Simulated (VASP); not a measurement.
# Li2O (Fm-3m) in VASP: a series of runs, part 2 of 2

VASP 6.6.1. Earlier steps stand in the parts before.

## 3. Single point, PBE

This run uses another cell than the first one, of 7.97 Å³/atom.

Input file INCAR:

```
PREC = Accurate
ENCUT = 750
EDIFF = 1E-6
ISMEAR = 0
SIGMA = 0.01
LREAL = F
LASPH = T
NELM = 120
ALGO = Normal
ISIF = 2
LWAVE = F
LCHARG = F
GGA = PE
NBANDS = 13
GGA_COMPAT = F
```

Input file KPOINTS:

```
regular mesh
0
Gamma
  10 10 10
```

Input file POSCAR:

```
Li2O
1.0
    0.0000000000      2.2863684601      2.2863684601
    2.2863684601      0.0000000000      2.2863684601
    2.2863684601      2.2863684601      0.0000000000
O Li
1 2
Direct
    0.0000000000      0.0000000000      0.0000000000
    0.2500000000      0.2500000000      0.2500000000
    0.7500000000      0.7500000000      0.7500000000
```

Potentials or basis: VASP PAW PBE potentials, release 64 (O, Li_sv).

On the command line:

```console
> cat potpaw_PBE.64/O/POTCAR potpaw_PBE.64/Li_sv/POTCAR > POTCAR
> mpirun -np 1 vasp_std > vasp.out
```

OUTCAR:

```text
PREC = Accurate
   ENCUT = 750
   EDIFF = 1E-6
   ISMEAR = 0
   LREAL = F
   LASPH = T
   NELM = 120
   ISIF = 2
   GGA = PE

 ion  position               nearest neighbor table
   1  0.000  0.000  0.000-   3 1.98   3 1.98   2 1.98   2 1.98   3 1.98   2 1.98   3 1.98   2 1.98

   2  0.250  0.250  0.250-   1 1.98   1 1.98   1 1.98   1 1.98   3 2.29   3 2.29   3 2.29   3 2.29
                             3 2.29   3 2.29
   3  0.750  0.750  0.750-   1 1.98   1 1.98   1 1.98   1 1.98   2 2.29   2 2.29   2 2.29   2 2.29
                             2 2.29   2 2.29

  LATTYP: Found a face centered cubic cell.
 ALAT       =     4.5727369202

  Lattice vectors:

 A1 = (   0.0000000000,   2.2863684601,   2.2863684601)
 A2 = (   2.2863684601,   0.0000000000,   2.2863684601)
 A3 = (   2.2863684601,   2.2863684601,   0.0000000000)

Analysis of symmetry for initial positions (statically):
=====================================================================
 Subroutine PRICEL returns:
 Original cell was already a primitive cell.

 Routine SETGRP: Setting up the symmetry group for a
 face centered cubic supercell.

 Subroutine GETGRP returns: Found 48 space group operations
 (whereof 48 operations were pure point group operations)
 out of a pool of 48 trial point group operations.

The static configuration has the point symmetry O_h .

Analysis of symmetry for dynamics (positions and initial velocities):
=====================================================================
 Subroutine PRICEL returns:
 Original cell was already a primitive cell.

 Routine SETGRP: Setting up the symmetry group for a
 face centered cubic supercell.

 Subroutine GETGRP returns: Found 48 space group operations
 (whereof 48 operations were pure point group operations)
 out of a pool of 48 trial point group operations.

The dynamic configuration has the point symmetry O_h .

 Subroutine INISYM returns: Found 48 space group operations
 (whereof 48 operations are pure point group operations),
 and found     1 'primitive' translations

----------------------------------------------------------------------------------------

                                     Primitive cell

  volume of cell :      23.9039

  direct lattice vectors                    reciprocal lattice vectors
     0.000000000  2.286368460  2.286368460    -0.218687411  0.218687411  0.218687411
     2.286368460  0.000000000  2.286368460     0.218687411 -0.218687411  0.218687411
     2.286368460  2.286368460  0.000000000     0.218687411  0.218687411 -0.218687411

  length of vectors
     3.233413285  3.233413285  3.233413285     0.378777707  0.378777707  0.378777707

  position of ions in fractional coordinates (direct lattice)
     0.000000000  0.000000000  0.000000000
     0.250000000  0.250000000  0.250000000
     0.750000000  0.750000000  0.750000000

  ion indices of the primitive-cell ions
   primitive index   ion index
                 1           1
                 2           2
                 3           3

----------------------------------------------------------------------------------------

[... 51 lines left out ...]
   k-points           NKPTS =     47   k-points in BZ     NKDIM =     47   number of bands    NBANDS=     13
   number of dos      NEDOS =    301   number of ions     NIONS =      3
   total plane-waves  NPLWV =  27000
   dimension x,y,z NGX =    30 NGY =   30 NGZ =   30
   dimension x,y,z NGXF=    60 NGYF=   60 NGZF=   60
   ions per type =               1   2
   NGX,Y,Z   is equivalent  to a cutoff of  15.42, 15.42, 15.42 a.u.
   NGXF,Y,Z  is equivalent  to a cutoff of  30.85, 30.85, 30.85 a.u.
 SYSTEM =  unknown system
   PREC   = accura    normal or accurate (medium, high low for compatibility)
   ISTART =      0    job   : 0-new  1-cont  2-samecut
   ICHARG =      2    charge: 1-file 2-atom 10-const
   ISPIN  =      1    spin polarized calculation?
   LNONCOLLINEAR =      F non collinear calculations
   LSORBIT =      F    spin-orbit coupling
   LASPH  =      T    aspherical Exc in radial PAW
   ENCUT  =  750.0 eV  55.12 Ry    7.42 a.u.   7.22  7.22  7.22*2*pi/ulx,y,z
   NELM   =    120;   NELMIN=  2; NELMDL= -5     # of ELM steps
   EDIFF  = 0.1E-05   stopping-criterion for ELM
   LREAL  =      F    real-space projection
   EDIFFG = 0.1E-04   stopping-criterion for IOM
   NSW    =      0    number of steps for IOM
   IBRION =     -1    ionic relax: 0-MD 1-quasi-New 2-CG
   NFREE  =      0    steps in history (QN), initial steepest desc. (CG)
   ISIF   =      2    stress and relaxation
   ISYM   =      2    0-nonsym 1-usesym 2-fastsym
   POTIM  = 0.5000    time-step for ionic-motion
   TEBEG  =    0.0;   TEEND  =   0.0 temperature during run
   PSTRESS=    0.0 pullay stress
   NELECT =      12.0000    total number of electrons
   NUPDOWN=      -1.0000    fix difference up-down
   EMIN   =  10.00;   EMAX   =-10.00  energy-range for DOS
   EFERMI =   0.00;   METHOD = LEGACY
   ISMEAR =     0;   SIGMA  =   0.01  broadening in eV -4-tet -1-fermi 0-gaus
   EFERMI_NEDOS =   21; number of points for ismear=-14 and -15
   IALGO  =     38    algorithm
   IMIX   =      4    mixing-type and parameters
     AMIX     =   0.40;   BMIX     =  1.00
     AMIX_MAG =   1.60;   BMIX_MAG =  1.00
  volume/ion in A,a.u.               =       7.97        53.77
  Fermi-wavevector in a.u.,A,eV,Ry     =   1.301105  2.458732 23.032954  1.692874
  Thomas-Fermi vector in A             =   2.432260
   LORBIT       =      0    0 simple, 1 ext, 2 COOP (PROOUT), +10 PAW based schemes
   GGA     = PE    functional components
   LHFCALC =     F    Hartree Fock is set to
   AEXX    =    0.0000 exact exchange contribution
   IVDW    =     0    specifies the selected vdW correction
   LEPSILON=     F    determine dielectric tensor
   LRPA    =     F    only Hartree local field effects (RPA)
 non-spin polarized calculation
 Gauss-broadening in eV      SIGMA  =   0.01
  energy-cutoff  :      750.00
  volume of cell :       23.90
 maximum number of plane-waves:      1139
 NGX is ok and might be reduce to    30
   NGX = 15   NGY = 15   NGZ = 15

 number of electron      12.0000003 magnetization

 Free energy of the ion-electron system (eV)
  ---------------------------------------------------
  ext. energy  EPLUGINS =         0.00000000
  ---------------------------------------------------
  free energy    TOTEN  =       -14.34801851 eV

  energy without entropy =      -14.34801851  energy(sigma->0) =      -14.34801851

 E-fermi :   1.7117     XC(G=0):  -9.8815

 val. band max:        1.4972653900   @ k =   0.0000   0.0000   0.0000
 cond. band min:       6.5353271690   @ k =   0.5000   0.5000   0.0000
 fundamental gap:      5.0380617789
 Fermi energy:         1.7117066959

 k-point     1 :       0.0000    0.0000    0.0000
  band No.  band energies     occupation
      1     -41.4286      2.00000
      2     -41.0655      2.00000
      3     -14.0017      2.00000
      4       1.4973      2.00000
      5       1.4973      2.00000
      6       1.4973      2.00000
      7       6.9905      0.00000
      8      13.6125      0.00000
      9      13.6125      0.00000
     10      13.6125      0.00000
     11      20.8234      0.00000
     12      20.8234      0.00000
     13      20.8234      0.00000
[... 354 lines left out ...]
  band No.  band energies     occupation
      1     -41.3091      2.00000
      2     -41.1521      2.00000
      3     -13.7776      2.00000
      4      -0.1902      2.00000
      5       0.3721      2.00000
      6       0.4293      2.00000
      7       7.4830      0.00000
      8      14.4008      0.00000
      9      14.7854      0.00000
     10      15.9632      0.00000
     11      16.7408      0.00000
     12      23.1454      0.00000
     13      24.0630      0.00000

 [... further k-points ...]

------------------------ aborting loop because EDIFF is reached ----------------------------------------

  FORCE on cell =-STRESS in cart. coord.  units (eV):
  Direction    XX          YY          ZZ          XY          YZ          ZX
  --------------------------------------------------------------------------------------
  -------------------------------------------------------------------------------------
  Total        0.3974203      0.3974203      0.3974203      0.0000000      0.0000000      0.0000000
  in kB       26.6374114     26.6374114     26.6374114      0.0000000      0.0000000      0.0000000
  external PRESSURE =      26.6374114 kB  Pullay stress =       0.0000000 kB

 VOLUME and BASIS-vectors are now :
 -----------------------------------------------------------------------------
  energy-cutoff  :      750.00
  volume of cell :       23.90
      direct lattice vectors                 reciprocal lattice vectors
     0.000000000  2.286368460  2.286368460    -0.218687411  0.218687411  0.218687411
     2.286368460  0.000000000  2.286368460     0.218687411 -0.218687411  0.218687411
     2.286368460  2.286368460  0.000000000     0.218687411  0.218687411 -0.218687411

 POSITION                                       TOTAL-FORCE (eV/Angst)
 -----------------------------------------------------------------------------------
      0.00000      0.00000      0.00000        -0.000000     -0.000000     -0.000000
      1.14318      1.14318      1.14318         0.000000      0.000000      0.000000
      3.42955      3.42955      3.42955        -0.000000     -0.000000     -0.000000
 -----------------------------------------------------------------------------------
    total drift:                                0.000000     -0.000000      0.000000

  FREE ENERGIE OF THE ION-ELECTRON SYSTEM (eV)
  ---------------------------------------------------
  free  energy   TOTEN  =       -14.3480185126 eV

  energy  without entropy=      -14.3480185126  energy(sigma->0) =      -14.34801851
```

OSZICAR:

```text
N       E                     dE             d eps       ncg     rms          rms(c)
DAV:   1     0.554772980186E+02    0.55477E+02   -0.74065E+03  1222   0.129E+03
DAV:   2    -0.102246542960E+02   -0.65702E+02   -0.62430E+02  1481   0.262E+02
DAV:   3    -0.160368627244E+02   -0.58122E+01   -0.57578E+01  2241   0.560E+01
DAV:   4    -0.161281285086E+02   -0.91266E-01   -0.91258E-01  1435   0.754E+00
DAV:   5    -0.161285597552E+02   -0.43125E-03   -0.43124E-03  1751   0.513E-01    0.750E+00
DAV:   6    -0.143778019904E+02    0.17508E+01   -0.82275E+00  1292   0.153E+01    0.279E+00
DAV:   7    -0.143496979193E+02    0.28104E-01   -0.17553E-01  1525   0.298E+00    0.150E+00
DAV:   8    -0.143496538646E+02    0.44055E-04   -0.66875E-02  1497   0.255E+00    0.437E-01
DAV:   9    -0.143476512283E+02    0.20026E-02   -0.60107E-03  1513   0.646E-01    0.131E-01
DAV:  10    -0.143480389229E+02   -0.38769E-03   -0.85564E-04  1437   0.224E-01    0.522E-02
DAV:  11    -0.143480168658E+02    0.22057E-04   -0.42581E-05  1619   0.703E-02    0.130E-02
DAV:  12    -0.143480189023E+02   -0.20365E-05   -0.57650E-06  1531   0.239E-02    0.653E-03
DAV:  13    -0.143480185126E+02    0.38965E-06   -0.23937E-06  1537   0.135E-02
   1 F= -.14348019E+02 E0= -.14348019E+02  d E =0.000000E+00
```

Wall time 27 s (1 thread of Intel Xeon Platinum 8259CL at 2.50GHz (Skylake/Cascade Lake), shared host); peak memory 0.16 GiB.

What came out:

```
Free energy            : -14.3480 eV
Pressure               : 2.7 GPa
Band gap on the k mesh : 5.04 eV (least direct gap 5.49 eV)
```

## 4. Single point, r2SCAN (7.49 Å³/atom)

This run uses another cell than the first one, of 7.49 Å³/atom.

Input file POSCAR:

```
Li2O
1.0
    0.0000000000      2.2396947829      2.2396947829
    2.2396947829      0.0000000000      2.2396947829
    2.2396947829      2.2396947829      0.0000000000
O Li
1 2
Direct
    0.0000000000      0.0000000000      0.0000000000
    0.2500000000      0.2500000000      0.2500000000
    0.7500000000      0.7500000000      0.7500000000
```

Input file INCAR.step1:

```
SYSTEM = Li2O
  PREC = Accurate
  ENCUT = 830
  ISMEAR = 0
  SIGMA = 0.01
  LREAL = .FALSE.
  LASPH = .TRUE.
  NELM = 120
  NBANDS = 13
  GGA = PE
  ALGO = Normal
  EDIFF = 1E-5
  LWAVE = .TRUE.
  LCHARG = .FALSE.
  GGA_COMPAT = .FALSE.
```

Input file INCAR.step2:

```
SYSTEM = Li2O
  PREC = Accurate
  ENCUT = 830
  EDIFF = 1E-6
  ISMEAR = 0
  SIGMA = 0.01
  LREAL = .FALSE.
  LASPH = .TRUE.
  NELM = 120
  ALGO = Normal
  ISIF = 2
  LWAVE = .FALSE.
  LCHARG = .FALSE.
  METAGGA = R2SCAN
  LMIXTAU = .TRUE.
  NBANDS = 13
  ISTART = 1
  GGA_COMPAT = .FALSE.
```

Input file KPOINTS:

```
Automatic mesh
0
G
  8 8 8
  0 0 0
```

On the command line:

```console
> cat potpaw_PBE.64/O/POTCAR potpaw_PBE.64/Li_sv/POTCAR > POTCAR
> cp INCAR.step1 INCAR
> mpirun -np 1 vasp_std > vasp.out
> cp INCAR.step2 INCAR
> mpirun -np 1 vasp_std > vasp.out
```

Wall time 81 s (1 thread of Intel Xeon Platinum 8259CL at 2.50GHz (Skylake/Cascade Lake), shared host); peak memory 0.17 GiB.

The run converged. Its results:

```yaml
Free_energy: -16.8086 eV
Pressure: 6.9 GPa
Band_gap_on_the_k_mesh: 5.86 eV (least direct gap 6.90 eV)
```

Levels at points of the mesh, in eV from the valence-band top:
```tsv
k point	band 4	band 5	band 6	band 7	band 8	band 9
(0.00, 0.00, 0.00)	0.00	0.00	0.00	6.90	13.68	13.68
(0.50, 0.00, 0.00)	-2.93	-0.49	-0.49	10.73	11.93	13.60
(0.50, 0.50, 0.00)	-1.61	-1.54	-1.54	5.86	15.70	15.70
```

Caveat: the cell stands under pressure; the PAW data sets were made with another functional, which shifts forces and pressure a little. A k mesh can miss the band edges.

## 5. Single point, r2SCAN (7.73 Å³/atom)

This run uses another cell than the first one, of 7.73 Å³/atom.

Input file POSCAR:

```
Li2O
1.0
    0.0000000000      2.2632722501      2.2632722501
    2.2632722501      0.0000000000      2.2632722501
    2.2632722501      2.2632722501      0.0000000000
O Li
1 2
Direct
    0.0000000000      0.0000000000      0.0000000000
    0.2500000000      0.2500000000      0.2500000000
    0.7500000000      0.7500000000      0.7500000000
```

Input file INCAR.step1:

```
SYSTEM = Li2O
PREC = Accurate
ENCUT = 830
ISMEAR = 0
SIGMA = 0.01
LREAL = .FALSE.
LASPH = .TRUE.
NELM = 120
NBANDS = 13
GGA = PE
ALGO = Normal
EDIFF = 1E-5
LWAVE = .TRUE.
LCHARG = .FALSE.
GGA_COMPAT = .FALSE.
```

Input file INCAR.step2:

```
SYSTEM = Li2O
PREC = Accurate
ENCUT = 830
EDIFF = 1E-6
ISMEAR = 0
SIGMA = 0.01
LREAL = .FALSE.
LASPH = .TRUE.
NELM = 120
ALGO = Normal
ISIF = 2
LWAVE = .FALSE.
LCHARG = .TRUE.
METAGGA = R2SCAN
LMIXTAU = .TRUE.
LELF = .TRUE.
LVHAR = .TRUE.
NBANDS = 13
ISTART = 1
GGA_COMPAT = .FALSE.
```

KPOINTS is that of step 4.

On the command line:

```console
> cat potpaw_PBE.64/O/POTCAR potpaw_PBE.64/Li_sv/POTCAR > POTCAR
> cp INCAR.step1 INCAR
> mpirun -np 1 vasp_std > vasp.out
> cp INCAR.step2 INCAR
> mpirun -np 1 vasp_std > vasp.out
```

It took 82 s on 1 thread of Intel Xeon Platinum 8259CL at 2.50GHz (Skylake/Cascade Lake), shared host; peak memory 0.16 GiB.

The run converged. Its results:

* Free energy: -16.8327 eV
* Pressure: 3.4 GPa
* Band gap on the k mesh: 5.79 eV (least direct gap 6.62 eV)

Levels at points of the mesh, in eV from the valence-band top:
| k point | band 4 | band 5 | band 6 | band 7 | band 8 | band 9 |
| --- | --- | --- | --- | --- | --- | --- |
| (0.00, 0.00, 0.00) | 0.00 | 0.00 | 0.00 | 6.62 | 13.48 | 13.48 |
| (0.50, 0.00, 0.00) | -2.86 | -0.48 | -0.48 | 10.51 | 11.55 | 13.41 |
| (0.50, 0.50, 0.00) | -1.59 | -1.48 | -1.48 | 5.79 | 15.37 | 15.37 |

Caveat: the cell stands under pressure; the PAW data sets were made with another functional, which shifts forces and pressure a little. A k mesh can miss the band edges.

## 6. Single point, r2SCAN

This run uses another cell than the first one, of 7.97 Å³/atom.

Input file POSCAR:

```
Li2O
1.0
    0.0000000000      2.2863684601      2.2863684601
    2.2863684601      0.0000000000      2.2863684601
    2.2863684601      2.2863684601      0.0000000000
O Li
1 2
Direct
    0.0000000000      0.0000000000      0.0000000000
    0.2500000000      0.2500000000      0.2500000000
    0.7500000000      0.7500000000      0.7500000000
```

Input file INCAR.step1:

```
ALGO = Normal
EDIFF = 1E-5
ENCUT = 830
GGA = PE
GGA_COMPAT = F
ISMEAR = 0
LASPH = T
LCHARG = F
LREAL = F
LWAVE = T
NBANDS = 13
NELM = 120
PREC = Accurate
SIGMA = 0.01
```

Input file INCAR.step2:

```
ALGO = Normal
EDIFF = 1E-6
ENCUT = 830
GGA_COMPAT = F
ISIF = 2
ISMEAR = 0
ISTART = 1
LASPH = T
LCHARG = F
LMIXTAU = T
LREAL = F
LWAVE = F
METAGGA = R2SCAN
NBANDS = 13
NELM = 120
PREC = Accurate
SIGMA = 0.01
```

Input file KPOINTS:

```
k-points
0
Gamma
  8 8 8
```

Potentials or basis: VASP PAW PBE potentials, release 64 (O, Li_sv).

On the command line:

```console
> cat potpaw_PBE.64/O/POTCAR potpaw_PBE.64/Li_sv/POTCAR > POTCAR
> cp INCAR.step1 INCAR
> mpirun -np 1 vasp_std > vasp.out
> cp INCAR.step2 INCAR
> mpirun -np 1 vasp_std > vasp.out
```

Run time: 93 s. Hardware: 1 thread of Intel Xeon Platinum 8259CL at 2.50GHz (Skylake/Cascade Lake), shared host; peak memory 0.16 GiB.

Results (log left out):

```yaml
Free_energy: -16.8422 eV
Pressure: 0.2 GPa
Band_gap_on_the_k_mesh: 5.73 eV (least direct gap 6.35 eV)
```

Levels at points of the mesh, in eV from the valence-band top:
```csv
k point,band 2,band 3,band 4,band 5,band 6,band 7,band 8,band 9,band 10,band 11
"(0.00, 0.00, 0.00)",-43.90,-16.42,0.00,0.00,0.00,6.35,13.29,13.29,13.29,20.54
"(0.50, 0.00, 0.00)",-44.06,-16.21,-2.79,-0.46,-0.46,10.29,11.19,13.23,13.23,19.70
"(0.50, 0.50, 0.00)",-43.99,-16.17,-1.58,-1.43,-1.43,5.73,15.05,15.05,16.46,17.45
```

Caveat: the PAW data sets were made with another functional, which shifts forces and pressure a little.

## 7. Summary

```csv
level,cell,k mesh,cutoff (eV),gap on the mesh (eV),pressure (GPa)
PBE,"a = 3.335 Å, angles 60.0°, 3 atoms",8 × 8 × 8,750,4.83,-4.5
PBE,"a = 3.233 Å, angles 60.0°, 3 atoms",10 × 10 × 10,750,5.04,2.7
r2SCAN,"a = 3.167 Å, angles 60.0°, 3 atoms",8 × 8 × 8,830,5.86,6.9
r2SCAN,"a = 3.201 Å, angles 60.0°, 3 atoms",8 × 8 × 8,830,5.79,3.4
r2SCAN,"a = 3.233 Å, angles 60.0°, 3 atoms",8 × 8 × 8,830,5.73,0.2
```

Alike in all rows: task single point; potentials or basis VASP PAW PBE potentials, release 64 (O, Li_sv); no spin polarisation; smearing gaussian 0.01 eV.

Caveats: the PAW data sets were made with another functional, which shifts forces and pressure a little (at least some runs); the cell stands under pressure (at least some runs); the cell stands under tension (at least some runs).

Total energies depend on the potentials used, so only differences within one code and one set of settings carry meaning.
